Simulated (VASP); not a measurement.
A run of VASP 6.6.1 is set up as follows.

The input INCAR:

```
PREC     = Accurate       # precision mode
ENCUT    = 600            # plane-wave cutoff, eV
EDIFF    = 1E-6           # SCF threshold, eV
ISMEAR   = 0              # smearing method
SIGMA    = 0.01           # smearing width, eV
LREAL    = False          # projectors in reciprocal space
LASPH    = True           # aspherical terms in the spheres
NELM     = 60             # most SCF steps
ALGO     = Normal         # electronic algorithm
ISIF     = 3              # what is computed and relaxed
LWAVE    = False          # write WAVECAR
LCHARG   = False          # write CHGCAR
GGA      = CA             # functional
IBRION   = 2              # ionic algorithm
NSW      = 100            # ionic steps
EDIFFG   = -0.002         # ionic threshold
PSTRESS  = -20.0
```

Contents of KPOINTS:

```
regular mesh
0
Gamma
  6 6 6
```

Contents of POSCAR:

```
SrTiO3
1.0
    3.8542043545      0.0000000000      0.0000000000
    0.0000000000      3.8542043545      0.0000000000
    0.0000000000      0.0000000000      3.8542043545
Sr Ti O
1 1 3
Direct
    0.5000000000      0.5000000000      0.5000000000
    0.0000000000      0.0000000000      0.0000000000
    0.5000000000      0.0000000000      0.0000000000
    0.0000000000      0.5000000000      0.0000000000
    0.0000000000      0.0000000000      0.5000000000
```

Potentials or basis: VASP PAW LDA potentials, release 64 (Sr_sv, Ti_sv, O).

The run is started by

```bash
$ cat potpaw_LDA.64/Sr_sv/POTCAR potpaw_LDA.64/Ti_sv/POTCAR potpaw_LDA.64/O/POTCAR > POTCAR
$ mpirun -np 1 vasp_std > vasp.out
```

(1) Estimate the band gap on the k mesh.

(2) Estimate the relaxed volume.

(3) What does it give for the relaxed cell?

## Answers

(1) 1.79 eV, indirect (least direct gap 2.13 eV).

(2) 11.62 Å³/atom.

(3) a = 3.873 Å, b = 3.873 Å, c = 3.873 Å, α = 90.00°, β = 90.00°, γ = 90.00°.

Caveat: the cell is relaxed towards a set pressure, so the enthalpy falls and the energy may rise.
